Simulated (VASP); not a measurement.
# Si (Fd-3m) in VASP: further runs, part 2 of 3

VASP 6.6.1.

**3. Single point, PBE**

INCAR reads:

```
SYSTEM = Si
  ALGO = Normal
  EDIFF = 1E-6
  ENCUT = 520
  GGA = PE
  ISIF = 2
  ISMEAR = 0
  LASPH = .True.
  LCHARG = .False.
  LREAL = .False.
  LWAVE = .False.
  NBANDS = 11
  NELM = 60
  PREC = Accurate
  SIGMA = 0.01
```

KPOINTS reads:

```
k-points
0
Gamma
  6 6 6
  0 0 0
```

POSCAR reads:

```
Si
1.0
    0.0000000000      2.7221188962      2.7221188962
    2.7221188962      0.0000000000      2.7221188962
    2.7221188962      2.7221188962      0.0000000000
Si
2
Direct
    0.0000000000      0.0000000000      0.0000000000
    0.2500000000      0.2500000000      0.2500000000
```

Potentials or basis: VASP PAW PBE potentials, release 64 (Si).

Started as:

```bash
cat potpaw_PBE.64/Si/POTCAR > POTCAR
mpirun -np 1 vasp_std > vasp.out
```

OUTCAR:

```text
SYSTEM = Si
   EDIFF = 1E-6
   ENCUT = 520
   GGA = PE
   ISIF = 2
   ISMEAR = 0
   LASPH = .True.
   LREAL = .False.
   NELM = 60
   PREC = Accurate

 ion  position               nearest neighbor table
   1  0.000  0.000  0.000-   2 2.36   2 2.36   2 2.36   2 2.36
   2  0.250  0.250  0.250-   1 2.36   1 2.36   1 2.36   1 2.36

  LATTYP: Found a face centered cubic cell.
 ALAT       =     5.4442377924

  Lattice vectors:

 A1 = (   0.0000000000,   2.7221188962,   2.7221188962)
 A2 = (   2.7221188962,   0.0000000000,   2.7221188962)
 A3 = (   2.7221188962,   2.7221188962,   0.0000000000)

Analysis of symmetry for initial positions (statically):
=====================================================================
 Subroutine PRICEL returns:
 Original cell was already a primitive cell.

 Routine SETGRP: Setting up the symmetry group for a
 face centered cubic supercell.

 Subroutine GETGRP returns: Found 48 space group operations
 (whereof 24 operations were pure point group operations)
 out of a pool of 48 trial point group operations.

The static configuration has the point symmetry T_d .
 The point group associated with its full space group is O_h .

Analysis of symmetry for dynamics (positions and initial velocities):
=====================================================================
 Subroutine PRICEL returns:
 Original cell was already a primitive cell.

 Routine SETGRP: Setting up the symmetry group for a
 face centered cubic supercell.

 Subroutine GETGRP returns: Found 48 space group operations
 (whereof 24 operations were pure point group operations)
 out of a pool of 48 trial point group operations.

The dynamic configuration has the point symmetry T_d .
 The point group associated with its full space group is O_h .

 Subroutine INISYM returns: Found 48 space group operations
 (whereof 24 operations are pure point group operations),
 and found     1 'primitive' translations

----------------------------------------------------------------------------------------

                                     Primitive cell

  volume of cell :      40.3414

  direct lattice vectors                    reciprocal lattice vectors
     0.000000000  2.722118896  2.722118896    -0.183680441  0.183680441  0.183680441
     2.722118896  0.000000000  2.722118896     0.183680441 -0.183680441  0.183680441
     2.722118896  2.722118896  0.000000000     0.183680441  0.183680441 -0.183680441

  length of vectors
     3.849657461  3.849657461  3.849657461     0.318143857  0.318143857  0.318143857

  position of ions in fractional coordinates (direct lattice)
     0.000000000  0.000000000  0.000000000
     0.250000000  0.250000000  0.250000000

  ion indices of the primitive-cell ions
   primitive index   ion index
                 1           1
                 2           2

----------------------------------------------------------------------------------------

 KPOINTS: k-points

Automatic generation of k-mesh.
 Grid dimensions read from file:
 generate k-points for:    6    6    6

 Generating k-lattice:

  Cartesian coordinates                     Fractional coordinates (reciprocal lattice)
    -0.030613407  0.030613407  0.030613407     0.166666667  0.000000000  0.000000000
     0.030613407 -0.030613407  0.030613407     0.000000000  0.166666667  0.000000000
     0.030613407  0.030613407 -0.030613407     0.000000000  0.000000000  0.166666667
[... 31 lines left out ...]
   number of dos      NEDOS =    301   number of ions     NIONS =      2
   total plane-waves  NPLWV =  27000
   dimension x,y,z NGX =    30 NGY =   30 NGZ =   30
   dimension x,y,z NGXF=    60 NGYF=   60 NGZF=   60
   ions per type =               2
   NGX,Y,Z   is equivalent  to a cutoff of  12.96, 12.96, 12.96 a.u.
   NGXF,Y,Z  is equivalent  to a cutoff of  25.91, 25.91, 25.91 a.u.
 SYSTEM =  Si
   PREC   = accura    normal or accurate (medium, high low for compatibility)
   ISTART =      0    job   : 0-new  1-cont  2-samecut
   ICHARG =      2    charge: 1-file 2-atom 10-const
   ISPIN  =      1    spin polarized calculation?
   LNONCOLLINEAR =      F non collinear calculations
   LSORBIT =      F    spin-orbit coupling
   LASPH  =      T    aspherical Exc in radial PAW
   ENCUT  =  520.0 eV  38.22 Ry    6.18 a.u.   7.16  7.16  7.16*2*pi/ulx,y,z
   NELM   =     60;   NELMIN=  2; NELMDL= -5     # of ELM steps
   EDIFF  = 0.1E-05   stopping-criterion for ELM
   LREAL  =      F    real-space projection
   EDIFFG = 0.1E-04   stopping-criterion for IOM
   NSW    =      0    number of steps for IOM
   IBRION =     -1    ionic relax: 0-MD 1-quasi-New 2-CG
   NFREE  =      0    steps in history (QN), initial steepest desc. (CG)
   ISIF   =      2    stress and relaxation
   ISYM   =      2    0-nonsym 1-usesym 2-fastsym
   POTIM  = 0.5000    time-step for ionic-motion
   TEBEG  =    0.0;   TEEND  =   0.0 temperature during run
   PSTRESS=    0.0 pullay stress
   NELECT =       8.0000    total number of electrons
   NUPDOWN=      -1.0000    fix difference up-down
   EMIN   =  10.00;   EMAX   =-10.00  energy-range for DOS
   EFERMI =   0.00;   METHOD = LEGACY
   ISMEAR =     0;   SIGMA  =   0.01  broadening in eV -4-tet -1-fermi 0-gaus
   EFERMI_NEDOS =   21; number of points for ismear=-14 and -15
   IALGO  =     38    algorithm
   IMIX   =      4    mixing-type and parameters
     AMIX     =   0.40;   BMIX     =  1.00
     AMIX_MAG =   1.60;   BMIX_MAG =  1.00
  volume/ion in A,a.u.               =      20.17       136.12
  Fermi-wavevector in a.u.,A,eV,Ry     =   0.954672  1.804069 12.400344  0.911400
  Thomas-Fermi vector in A             =   2.083440
   LORBIT       =      0    0 simple, 1 ext, 2 COOP (PROOUT), +10 PAW based schemes
   GGA     = PE    functional components
   LHFCALC =     F    Hartree Fock is set to
   AEXX    =    0.0000 exact exchange contribution
   IVDW    =     0    specifies the selected vdW correction
   LEPSILON=     F    determine dielectric tensor
   LRPA    =     F    only Hartree local field effects (RPA)
 non-spin polarized calculation
 Gauss-broadening in eV      SIGMA  =   0.01
  energy-cutoff  :      520.00
  volume of cell :       40.34
 maximum number of plane-waves:      1106
 NGX is ok and might be reduce to    30
   NGX = 15   NGY = 15   NGZ = 15

 number of electron       8.0000001 magnetization

 Free energy of the ion-electron system (eV)
  ---------------------------------------------------
  ext. energy  EPLUGINS =         0.00000000
  ---------------------------------------------------
  free energy    TOTEN  =       -10.82402988 eV

  energy without entropy =      -10.82402988  energy(sigma->0) =      -10.82402988

 E-fermi :   5.8361     XC(G=0):  -9.3753

 val. band max:        5.7584139825   @ k =   0.0000   0.0000   0.0000
 cond. band min:       6.4807056776   @ k =   0.5000   0.5000   0.0000
 fundamental gap:      0.7222916951
 Fermi energy:         5.8360748008

 k-point     1 :       0.0000    0.0000    0.0000
  band No.  band energies     occupation
      1      -6.1493      2.00000
      2       5.7584      2.00000
      3       5.7584      2.00000
      4       5.7584      2.00000
      5       8.3179      0.00000
      6       8.3179      0.00000
      7       8.3179      0.00000
      8       9.0467      0.00000
      9      13.4707      0.00000
     10      13.4707      0.00000
     11      13.6878      0.00000
[... 197 lines left out ...]
 k-point    16 :      -0.3333    0.5000    0.1667
  band No.  band energies     occupation
      1      -1.9139      2.00000
      2      -1.9139      2.00000
      3       2.1441      2.00000
      4       2.1441      2.00000
      5       8.5063      0.00000
      6       8.5063      0.00000
      7      12.4942      0.00000
      8      12.4942      0.00000
      9      16.2878      0.00000
     10      16.2878      0.00000
     11      18.6565      0.00000

------------------------ aborting loop because EDIFF is reached ----------------------------------------

  FORCE on cell =-STRESS in cart. coord.  units (eV):
  Direction    XX          YY          ZZ          XY          YZ          ZX
  --------------------------------------------------------------------------------------
  -------------------------------------------------------------------------------------
  Total        0.3275237      0.3275237      0.3275237     -0.0000000      0.0000000     -0.0000000
  in kB       13.0077467     13.0077467     13.0077467     -0.0000000      0.0000000     -0.0000000
  external PRESSURE =      13.0077467 kB  Pullay stress =       0.0000000 kB

 VOLUME and BASIS-vectors are now :
 -----------------------------------------------------------------------------
  energy-cutoff  :      520.00
  volume of cell :       40.34
      direct lattice vectors                 reciprocal lattice vectors
     0.000000000  2.722118896  2.722118896    -0.183680441  0.183680441  0.183680441
     2.722118896  0.000000000  2.722118896     0.183680441 -0.183680441  0.183680441
     2.722118896  2.722118896  0.000000000     0.183680441  0.183680441 -0.183680441

 POSITION                                       TOTAL-FORCE (eV/Angst)
 -----------------------------------------------------------------------------------
      0.00000      0.00000      0.00000        -0.000000     -0.000000     -0.000000
      1.36106      1.36106      1.36106         0.000000      0.000000      0.000000
 -----------------------------------------------------------------------------------
    total drift:                               -0.000000     -0.000000     -0.000000

  FREE ENERGIE OF THE ION-ELECTRON SYSTEM (eV)
  ---------------------------------------------------
  free  energy   TOTEN  =       -10.8240298752 eV

  energy  without entropy=      -10.8240298752  energy(sigma->0) =      -10.82402988
```

Run time: 8.1 s. Hardware: 1 thread of Intel Xeon Platinum 8259CL at 2.50GHz (Skylake/Cascade Lake), shared host; peak memory 0.15 GiB.

Results:

```
Free energy            : -10.8240 eV
Pressure               : 1.3 GPa
Band gap on the k mesh : 0.72 eV, indirect (least direct gap 2.56 eV)
```

A k mesh can miss the band edges. A hybrid or GW would open this gap; PBE tends to underestimate it.

**4. Single point, PBE**

INCAR reads:

```
SYSTEM = Si
  PREC = Accurate
  ENCUT = 520
  EDIFF = 1E-6
  ISMEAR = 0
  SIGMA = 0.2
  LREAL = .FALSE.
  LASPH = .TRUE.
  NELM = 100
  ALGO = Normal
  ISIF = 2
  LWAVE = .FALSE.
  LCHARG = .FALSE.
  GGA = PE
  NBANDS = 11
```

KPOINTS reads:

```
regular mesh
0
G
  6 6 6
  0 0 0
```

POSCAR is that of step 3.

Potentials or basis: VASP PAW PBE potentials, release 64 (Si).

Started as:

```bash
cat potpaw_PBE.64/Si/POTCAR > POTCAR
mpirun -np 1 vasp_std > vasp.out
```

OUTCAR:

```text
SYSTEM = Si
   PREC = Accurate
   ENCUT = 520
   EDIFF = 1E-6
   ISMEAR = 0
   LREAL = .FALSE.
   LASPH = .TRUE.
   NELM = 100
   ISIF = 2
   GGA = PE

 ion  position               nearest neighbor table
   1  0.000  0.000  0.000-   2 2.36   2 2.36   2 2.36   2 2.36
   2  0.250  0.250  0.250-   1 2.36   1 2.36   1 2.36   1 2.36

  LATTYP: Found a face centered cubic cell.
 ALAT       =     5.4442377924

  Lattice vectors:

 A1 = (   0.0000000000,   2.7221188962,   2.7221188962)
 A2 = (   2.7221188962,   0.0000000000,   2.7221188962)
 A3 = (   2.7221188962,   2.7221188962,   0.0000000000)

Analysis of symmetry for initial positions (statically):
=====================================================================
 Subroutine PRICEL returns:
 Original cell was already a primitive cell.

 Routine SETGRP: Setting up the symmetry group for a
 face centered cubic supercell.

 Subroutine GETGRP returns: Found 48 space group operations
 (whereof 24 operations were pure point group operations)
 out of a pool of 48 trial point group operations.

The static configuration has the point symmetry T_d .
 The point group associated with its full space group is O_h .

Analysis of symmetry for dynamics (positions and initial velocities):
=====================================================================
 Subroutine PRICEL returns:
 Original cell was already a primitive cell.

 Routine SETGRP: Setting up the symmetry group for a
 face centered cubic supercell.

 Subroutine GETGRP returns: Found 48 space group operations
 (whereof 24 operations were pure point group operations)
 out of a pool of 48 trial point group operations.

The dynamic configuration has the point symmetry T_d .
 The point group associated with its full space group is O_h .

 Subroutine INISYM returns: Found 48 space group operations
 (whereof 24 operations are pure point group operations),
 and found     1 'primitive' translations

----------------------------------------------------------------------------------------

                                     Primitive cell

  volume of cell :      40.3414

  direct lattice vectors                    reciprocal lattice vectors
     0.000000000  2.722118896  2.722118896    -0.183680441  0.183680441  0.183680441
     2.722118896  0.000000000  2.722118896     0.183680441 -0.183680441  0.183680441
     2.722118896  2.722118896  0.000000000     0.183680441  0.183680441 -0.183680441

  length of vectors
     3.849657461  3.849657461  3.849657461     0.318143857  0.318143857  0.318143857

  position of ions in fractional coordinates (direct lattice)
     0.000000000  0.000000000  0.000000000
     0.250000000  0.250000000  0.250000000

  ion indices of the primitive-cell ions
   primitive index   ion index
                 1           1
                 2           2

----------------------------------------------------------------------------------------

 KPOINTS: regular mesh

Automatic generation of k-mesh.
 Grid dimensions read from file:
 generate k-points for:    6    6    6

 Generating k-lattice:

  Cartesian coordinates                     Fractional coordinates (reciprocal lattice)
    -0.030613407  0.030613407  0.030613407     0.166666667  0.000000000  0.000000000
     0.030613407 -0.030613407  0.030613407     0.000000000  0.166666667  0.000000000
     0.030613407  0.030613407 -0.030613407     0.000000000  0.000000000  0.166666667
[... 31 lines left out ...]
   number of dos      NEDOS =    301   number of ions     NIONS =      2
   total plane-waves  NPLWV =  27000
   dimension x,y,z NGX =    30 NGY =   30 NGZ =   30
   dimension x,y,z NGXF=    60 NGYF=   60 NGZF=   60
   ions per type =               2
   NGX,Y,Z   is equivalent  to a cutoff of  12.96, 12.96, 12.96 a.u.
   NGXF,Y,Z  is equivalent  to a cutoff of  25.91, 25.91, 25.91 a.u.
 SYSTEM =  Si
   PREC   = accura    normal or accurate (medium, high low for compatibility)
   ISTART =      0    job   : 0-new  1-cont  2-samecut
   ICHARG =      2    charge: 1-file 2-atom 10-const
   ISPIN  =      1    spin polarized calculation?
   LNONCOLLINEAR =      F non collinear calculations
   LSORBIT =      F    spin-orbit coupling
   LASPH  =      T    aspherical Exc in radial PAW
   ENCUT  =  520.0 eV  38.22 Ry    6.18 a.u.   7.16  7.16  7.16*2*pi/ulx,y,z
   NELM   =    100;   NELMIN=  2; NELMDL= -5     # of ELM steps
   EDIFF  = 0.1E-05   stopping-criterion for ELM
   LREAL  =      F    real-space projection
   EDIFFG = 0.1E-04   stopping-criterion for IOM
   NSW    =      0    number of steps for IOM
   IBRION =     -1    ionic relax: 0-MD 1-quasi-New 2-CG
   NFREE  =      0    steps in history (QN), initial steepest desc. (CG)
   ISIF   =      2    stress and relaxation
   ISYM   =      2    0-nonsym 1-usesym 2-fastsym
   POTIM  = 0.5000    time-step for ionic-motion
   TEBEG  =    0.0;   TEEND  =   0.0 temperature during run
   PSTRESS=    0.0 pullay stress
   NELECT =       8.0000    total number of electrons
   NUPDOWN=      -1.0000    fix difference up-down
   EMIN   =  10.00;   EMAX   =-10.00  energy-range for DOS
   EFERMI =   0.00;   METHOD = LEGACY
   ISMEAR =     0;   SIGMA  =   0.20  broadening in eV -4-tet -1-fermi 0-gaus
   EFERMI_NEDOS =   21; number of points for ismear=-14 and -15
   IALGO  =     38    algorithm
   IMIX   =      4    mixing-type and parameters
     AMIX     =   0.40;   BMIX     =  1.00
     AMIX_MAG =   1.60;   BMIX_MAG =  1.00
  volume/ion in A,a.u.               =      20.17       136.12
  Fermi-wavevector in a.u.,A,eV,Ry     =   0.954672  1.804069 12.400344  0.911400
  Thomas-Fermi vector in A             =   2.083440
   LORBIT       =      0    0 simple, 1 ext, 2 COOP (PROOUT), +10 PAW based schemes
   GGA     = PE    functional components
   LHFCALC =     F    Hartree Fock is set to
   AEXX    =    0.0000 exact exchange contribution
   IVDW    =     0    specifies the selected vdW correction
   LEPSILON=     F    determine dielectric tensor
   LRPA    =     F    only Hartree local field effects (RPA)
 non-spin polarized calculation
 Gauss-broadening in eV      SIGMA  =   0.20
  energy-cutoff  :      520.00
  volume of cell :       40.34
 maximum number of plane-waves:      1106
 NGX is ok and might be reduce to    30
   NGX = 15   NGY = 15   NGZ = 15

 number of electron       8.0000001 magnetization

 Free energy of the ion-electron system (eV)
  ---------------------------------------------------
  ext. energy  EPLUGINS =         0.00000000
  ---------------------------------------------------
  free energy    TOTEN  =       -10.82405404 eV

  energy without entropy =      -10.82383337  energy(sigma->0) =      -10.82394371

 E-fermi :   6.0888     XC(G=0):  -9.3754

 val. band max:        5.7582602483   @ k =   0.0000   0.0000   0.0000
 cond. band min:       6.4806143692   @ k =   0.5000   0.5000   0.0000
 fundamental gap:      0.7223541209
 Fermi energy:         6.0888103856

 k-point     1 :       0.0000    0.0000    0.0000
  band No.  band energies     occupation
      1      -6.1494      2.00000
      2       5.7583      1.98058
      3       5.7583      1.98058
      4       5.7583      1.98058
      5       8.3178      0.00000
      6       8.3178      0.00000
      7       8.3178      0.00000
      8       9.0466      0.00000
      9      13.4706      0.00000
     10      13.4706      0.00000
     11      13.6877      0.00000
[... 197 lines left out ...]
 k-point    16 :      -0.3333    0.5000    0.1667
  band No.  band energies     occupation
      1      -1.9141      2.00000
      2      -1.9141      2.00000
      3       2.1440      2.00000
      4       2.1440      2.00000
      5       8.5062      0.00000
      6       8.5062      0.00000
      7      12.4941      0.00000
      8      12.4941      0.00000
      9      16.2877      0.00000
     10      16.2877      0.00000
     11      18.6564      0.00000

------------------------ aborting loop because EDIFF is reached ----------------------------------------

  FORCE on cell =-STRESS in cart. coord.  units (eV):
  Direction    XX          YY          ZZ          XY          YZ          ZX
  --------------------------------------------------------------------------------------
  -------------------------------------------------------------------------------------
  Total        0.3270551      0.3270551      0.3270551      0.0000000      0.0000000     -0.0000000
  in kB       12.9891352     12.9891352     12.9891352      0.0000000      0.0000000     -0.0000000
  external PRESSURE =      12.9891352 kB  Pullay stress =       0.0000000 kB

 VOLUME and BASIS-vectors are now :
 -----------------------------------------------------------------------------
  energy-cutoff  :      520.00
  volume of cell :       40.34
      direct lattice vectors                 reciprocal lattice vectors
     0.000000000  2.722118896  2.722118896    -0.183680441  0.183680441  0.183680441
     2.722118896  0.000000000  2.722118896     0.183680441 -0.183680441  0.183680441
     2.722118896  2.722118896  0.000000000     0.183680441  0.183680441 -0.183680441

 POSITION                                       TOTAL-FORCE (eV/Angst)
 -----------------------------------------------------------------------------------
      0.00000      0.00000      0.00000         0.000000      0.000000      0.000000
      1.36106      1.36106      1.36106        -0.000000     -0.000000     -0.000000
 -----------------------------------------------------------------------------------
    total drift:                               -0.000000     -0.000000     -0.000000

  FREE ENERGIE OF THE ION-ELECTRON SYSTEM (eV)
  ---------------------------------------------------
  free  energy   TOTEN  =       -10.8240540403 eV

  energy  without entropy=      -10.8238333698  energy(sigma->0) =      -10.82394371
```

stdout:

```text
POSCAR found type information on POSCAR Si
 POSCAR found :  1 types and       2 ions
 scaLAPACK will be used
 LDA part: xc-table for (Slater+PW92), standard interpolation
 POSCAR, INCAR and KPOINTS ok, starting setup
 FFT: planning ... GRIDC
 FFT: planning ... GRID_SOFT
 FFT: planning ... GRID
 WAVECAR not read
 entering main loop
```

Wall time 8 s (1 thread of Intel Xeon Platinum 8259CL at 2.50GHz (Skylake/Cascade Lake), shared host); peak memory 0.15 GiB.

What came out:

| Property | Result |
| --- | --- |
| Free energy | -10.8241 eV |
| Pressure | 1.3 GPa |
| Band gap on the k mesh | 0.72 eV, indirect (least direct gap 2.56 eV) |

Levels at points of the mesh, in eV from the valence-band top:
```csv
k point,band 2,band 3,band 4,band 5,band 6,band 7
"(0.00, 0.00, 0.00)",0.00,0.00,0.00,2.56,2.56,2.56
"(0.50, 0.00, 0.00)",-6.93,-1.19,-1.19,1.51,3.34,3.34
"(0.50, 0.50, 0.00)",-7.79,-2.83,-2.83,0.72,0.72,10.05
```

A k mesh can miss the band edges. Expect the measured gap to be larger: semilocal functionals such as PBE lack the derivative discontinuity.

(Continued in part 3 of 3.)
